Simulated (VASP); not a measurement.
# Sb: single point with revPBE+D3(BJ)

The system is Sb.

```
Sb
1.0
     2.14666    1.23937    3.61831
    -2.14666    1.23937    3.61831
     0.00000   -2.47875    3.61831
Sb
2
Direct
  0.76241 0.76241 0.76241
  0.23759 0.23759 0.23759
```

* Program: VASP 6.6.1
* Task: single point
* Functional: revPBE
* Dispersion: D3(BJ)
* Potentials or basis: VASP PAW PBE potentials, release 64 (Sb)
* Cutoff: 520 eV
* k mesh: 8 × 8 × 8
* Occupations: fermi-dirac, width 0.05 eV
* Spin: no spin polarisation

```
Pressure                   : 0.0 GPa
Largest force              : 0.029 eV/Å
Band gap on the k mesh     : zero (bands 5 and 6 overlap by 0.27 eV)
Dispersion energy per atom : -0.934 eV
```

Forces on the atoms (eV/Å):
```
Sb   0.000  0.000 -0.029
Sb   0.000  0.000  0.029
```

Levels at points of the mesh, in eV from the Fermi level:
| k point | band 3 | band 4 | band 5 | band 6 | band 7 | band 8 |
| --- | --- | --- | --- | --- | --- | --- |
| (0.00, 0.00, 0.00) | -2.04 | -1.93 | -1.93 | 2.48 | 2.91 | 2.91 |
| (0.50, 0.00, 0.00) | -1.75 | -1.56 | -0.41 | -0.12 | 0.10 | 0.24 |
| (0.50, 0.50, 0.00) | -5.83 | -3.94 | -3.91 | 1.55 | 5.24 | 5.55 |
| (0.50, 0.50, 0.50) | -1.30 | -1.30 | -0.39 | -0.22 | -0.22 | 0.86 |

It took 26 s on 1 thread of AMD EPYC 9R45 96-Core Processor (Zen 5), on a shared host, peak memory 0.19 GiB.

Caveat: the PAW data sets were made with another functional, which shifts forces and pressure a little; spin-orbit coupling is left out, which moves the levels of the heavy elements.
